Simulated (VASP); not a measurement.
# TlBr (Pm-3m) in VASP: notebook

The runs below take TlBr through elastic constants, with PBEsol.

All numbers are computed with VASP 6.6.1; they aren't measurements. Logs are shortened: lines on timing, memory, paths and dates and some standing lists are left out, and cuts for length are marked.

## Step 1: The cell of the first run

It takes space group Pm-3m (No. 221, cubic). Conventional cell: a = 3.647 Å, b = 3.647 Å, c = 3.647 Å, α = 90.00°, β = 90.00°, γ = 90.00°. Tl (site symmetry m-3m) has 8 Br at 3.16 Å and 6 Tl at 3.65 Å within 4.2 Å. Within 4.2 Å of Br (site symmetry m-3m) lie 8 Tl at 3.16 Å and 6 Br at 3.65 Å.

## Step 2: Elastic constants, PBEsol

Contents of INCAR:

```
SYSTEM = TlBr
  PREC = Accurate
  ENCUT = 500
  EDIFF = 1E-8
  ISMEAR = 0
  SIGMA = 0.01
  LREAL = .False.
  LASPH = .True.
  NELM = 120
  ALGO = Normal
  ISIF = 3
  LWAVE = .False.
  LCHARG = .False.
  GGA = PS
  IBRION = 6
  NFREE = 2
  POTIM = 0.015
  NSW = 1
  GGA_COMPAT = .False.
```

Contents of KPOINTS:

```
Automatic mesh
0
Gamma
  6 6 6
  0 0 0
```

Contents of POSCAR:

```
TlBr
1.0
    3.6473273614      0.0000000000      0.0000000000
    0.0000000000      3.6473273614      0.0000000000
    0.0000000000      0.0000000000      3.6473273614
Tl Br
1 1
Direct
    0.0000000000      0.0000000000      0.0000000000
    0.5000000000      0.5000000000      0.5000000000
```

Potentials or basis: VASP PAW PBE potentials, release 64 (Tl_d, Br).

Command:

```
cat potpaw_PBE.64/Tl_d/POTCAR potpaw_PBE.64/Br/POTCAR > POTCAR
mpirun -np 1 vasp_std > vasp.out
```

OUTCAR:

```text
SYSTEM = TlBr
   PREC = Accurate
   ENCUT = 500
   EDIFF = 1E-8
   ISMEAR = 0
   LREAL = .False.
   LASPH = .True.
   NELM = 120
   ISIF = 3
   GGA = PS
   IBRION = 6
   NFREE = 2
   POTIM = 0.015
   NSW = 1

 ion  position               nearest neighbor table
   1  0.000  0.000  0.000-   2 3.16   2 3.16   2 3.16   2 3.16   2 3.16   2 3.16   2 3.16   2 3.16

   2  0.500  0.500  0.500-   1 3.16   1 3.16   1 3.16   1 3.16   1 3.16   1 3.16   1 3.16   1 3.16

  LATTYP: Found a simple cubic cell.
 ALAT       =     3.6473273614

  Lattice vectors:

 A1 = (   3.6473273614,   0.0000000000,   0.0000000000)
 A2 = (   0.0000000000,   3.6473273614,   0.0000000000)
 A3 = (   0.0000000000,   0.0000000000,   3.6473273614)

Analysis of symmetry for initial positions (statically):
=====================================================================
 Subroutine PRICEL returns:
 Original cell was already a primitive cell.

 Routine SETGRP: Setting up the symmetry group for a
 simple cubic supercell.

 Subroutine GETGRP returns: Found 48 space group operations
 (whereof 48 operations were pure point group operations)
 out of a pool of 48 trial point group operations.

The static configuration has the point symmetry O_h .

Analysis of symmetry for dynamics (positions and initial velocities):
=====================================================================
 Subroutine PRICEL returns:
 Original cell was already a primitive cell.

 Routine SETGRP: Setting up the symmetry group for a
 simple cubic supercell.

 Subroutine GETGRP returns: Found 48 space group operations
 (whereof 48 operations were pure point group operations)
 out of a pool of 48 trial point group operations.

The dynamic configuration has the point symmetry O_h .

 Subroutine INISYM returns: Found 48 space group operations
 (whereof 48 operations are pure point group operations),
 and found     1 'primitive' translations

[... 350 lines left out ...]
     11      11.5145      0.00000
     12      11.5171      0.00000
     13      13.6649      0.00000
     14      13.6650      0.00000
[... 377 lines left out ...]
      1      -9.9010      2.00000
      2      -5.3318      2.00000
      3      -5.2642      2.00000
      4      -5.0613      2.00000
      5      -5.0364      2.00000
      6      -5.0185      2.00000
      7      -0.7463      2.00000
      8       2.1747      2.00000
      9       3.2581      2.00000
     10       4.3917      2.00000
     11      10.0523      0.00000
     12      11.4757      0.00000
     13      12.5591      0.00000
     14      12.6630      0.00000

 [... further k-points ...]
[... 5 lines left out ...]
  --------------------------------------------------------------------------------------
  -------------------------------------------------------------------------------------
  Total        3.0175354      3.0182223      3.0182223      0.0000000      0.0000000      0.0000000
  in kB       99.6411480     99.6638303     99.6638303      0.0000000      0.0000000      0.0000000
  external PRESSURE =      99.6562695 kB  Pullay stress =       0.0000000 kB
[... 17 lines left out ...]
  FREE ENERGIE OF THE ION-ELECTRON SYSTEM (eV)
  ---------------------------------------------------
  free  energy   TOTEN  =        -5.7407003119 eV

  energy  without entropy=       -5.7407003119  energy(sigma->0) =       -5.74070031

 INTERNAL STRAIN TENSORS FROM STRAINED CELLS
 ============================================

 INTERNAL STRAIN TENSOR FOR ION    1 for displacements in x,y,z  (eV/Angst):
          X           Y           Z          XY          YZ          ZX
  --------------------------------------------------------------------------------
  x     0.00000     0.00000     0.00000     0.00000     0.00000    -0.00000
  y     0.00000     0.00000     0.00000     0.00000     0.00000     0.00000
  z     0.00000     0.00000     0.00000     0.00000     0.00000     0.00000

 INTERNAL STRAIN TENSORS FROM DISPLACED ATOMS
 ============================================

 INTERNAL STRAIN TENSOR FOR ION    1 for displacements in x,y,z  (eV/Angst):
          X           Y           Z          XY          YZ          ZX
  --------------------------------------------------------------------------------
  x     0.00000     0.00000     0.00000     0.00000     0.00000     0.00000
  y     0.00000     0.00000     0.00000     0.00000     0.00000     0.00000
  z     0.00000     0.00000     0.00000     0.00000     0.00000     0.00000

 INTERNAL STRAIN TENSOR FOR ION    2 for displacements in x,y,z  (eV/Angst):
          X           Y           Z          XY          YZ          ZX
  --------------------------------------------------------------------------------
  x     0.00000     0.00000     0.00000     0.00000     0.00000     0.00000
  y     0.00000     0.00000     0.00000     0.00000     0.00000     0.00000
  z     0.00000     0.00000     0.00000     0.00000     0.00000     0.00000

 Eigenvectors and eigenvalues of the dynamical matrix
 ----------------------------------------------------

   1 f  =    2.790479 THz    17.533097 2PiTHz   93.080360 cm-1    11.540489 meV
             X         Y         Z           dx          dy          dz
      0.000000  0.000000  0.000000     0.529691   -0.000000   -0.000000
      1.823664  1.823664  1.823664    -0.848191   -0.000000   -0.000000
[... 21 lines left out ...]
   6 f/i=    0.001547 THz     0.009719 2PiTHz    0.051594 cm-1     0.006397 meV
             X         Y         Z           dx          dy          dz
      0.000000  0.000000  0.000000    -0.794827    0.285096    0.079990
      1.823664  1.823664  1.823664    -0.496366    0.178041    0.049953

--------------------------------------------------------------------------------------------------------

 ELASTIC MODULI CONTR FROM IONIC RELAXATION (kBar)
 Direction    XX          YY          ZZ          XY          YZ          ZX
 --------------------------------------------------------------------------------
 XX           0.0000      0.0000      0.0000      0.0000      0.0000      0.0000
 YY           0.0000      0.0000      0.0000      0.0000      0.0000      0.0000
 ZZ           0.0000      0.0000      0.0000      0.0000      0.0000      0.0000
 XY           0.0000      0.0000      0.0000      0.0000      0.0000      0.0000
 YZ           0.0000      0.0000      0.0000      0.0000      0.0000      0.0000
 ZX           0.0000      0.0000      0.0000      0.0000      0.0000      0.0000
 --------------------------------------------------------------------------------

 TOTAL ELASTIC MODULI (kBar)
 Direction    XX          YY          ZZ          XY          YZ          ZX
 --------------------------------------------------------------------------------
 XX         805.6344    537.5829    537.5829      0.0000      0.0000      0.0000
 YY         537.5829    805.6344    537.5829      0.0000      0.0000     -0.0000
 ZZ         537.5829    537.5829    805.6344      0.0000     -0.0000      0.0000
 XY           0.0000      0.0000      0.0000    351.5106      0.0000      0.0000
 YZ           0.0000      0.0000     -0.0000      0.0000    351.5106      0.0000
 ZX           0.0000     -0.0000      0.0000      0.0000      0.0000    351.5106
 --------------------------------------------------------------------------------
```

OSZICAR:

```text
N       E                     dE             d eps       ncg     rms          rms(c)
DAV:   1     0.984607073107E+02    0.98461E+02   -0.10075E+04   616   0.125E+03
[... 187 lines left out ...]
DAV:   3    -0.574072051804E+01    0.47735E-04   -0.11806E-04  1300   0.796E-02    0.387E-02
DAV:   4    -0.574069906319E+01    0.21455E-04   -0.13068E-04  1176   0.640E-02    0.135E-02
DAV:   5    -0.574070032151E+01   -0.12583E-05   -0.18348E-05  1162   0.235E-02    0.593E-03
DAV:   6    -0.574070059998E+01   -0.27848E-06   -0.52700E-07  1276   0.543E-03    0.304E-03
DAV:   7    -0.574070031058E+01    0.28941E-06   -0.13438E-06  1180   0.647E-03    0.174E-03
DAV:   8    -0.574070031233E+01   -0.17551E-08   -0.12372E-07  1198   0.202E-03    0.865E-04
DAV:   9    -0.574070031187E+01    0.45998E-09   -0.11709E-08   864   0.618E-04
  17 F= -.57407003E+01 E0= -.57407003E+01  d E =-.900784E-13
```

stdout:

```text
POSCAR found type information on POSCAR TlBr
 POSCAR found :  2 types and       2 ions
 scaLAPACK will be used
 -----------------------------------------------------------------------------
|                                                                             |
|                                                                             |
|     You enforced a specific xc type in the INCAR file but a different       |
|     I HOPE YOU KNOW WHAT YOU ARE DOING!                                     |
|                                                                             |
[... 33 lines left out ...]
 Finite differences progress:
 bond charge predicted
 Finite differences progress:
 bond charge predicted
 Finite differences progress:
 bond charge predicted
 Finite differences progress:
 bond charge predicted
 Finite differences progress:
 bond charge predicted
 Finite differences progress:
```

It took 2.3 min on 1 thread of AMD EPYC 9R45 (Zen 5), shared host; peak memory 0.2 GiB.

What came out:

| Item | Value |
| --- | --- |
| Elastic constants C11, C12, C44 | 81, 54, 35 GPa |
| Voigt bulk modulus | 63 GPa |
| Highest phonon frequency at Γ, LO-TO splitting left out | 93 cm⁻¹ |

Phonon frequencies in cm⁻¹ (negative: imaginary):
```tsv
q point	frequencies
(0.000, 0.000, 0.000)	0 0 0 93 93 93
```

Elastic tensor in Voigt notation (GPa, in the Cartesian axes of the cell as first typed):
```
81 54 54  0  0  0
54 81 54  0  0  0
54 54 81  0  0  0
 0  0  0 35  0  0
 0  0  0  0 35  0
 0  0  0  0  0 35
```

Clamped-ion elastic tensor (GPa):
```
81 54 54  0  0  0
54 81 54  0  0  0
54 54 81  0  0  0
 0  0  0 35  0  0
 0  0  0  0 35  0
 0  0  0  0  0 35
```

Caveat: the cell is under stress, which shifts elastic constants; the PAW data sets were made with another functional, which shifts forces and pressure a little; spin-orbit coupling is left out, which moves the levels of the heavy elements.

(Part 1 of 2 ends here.)
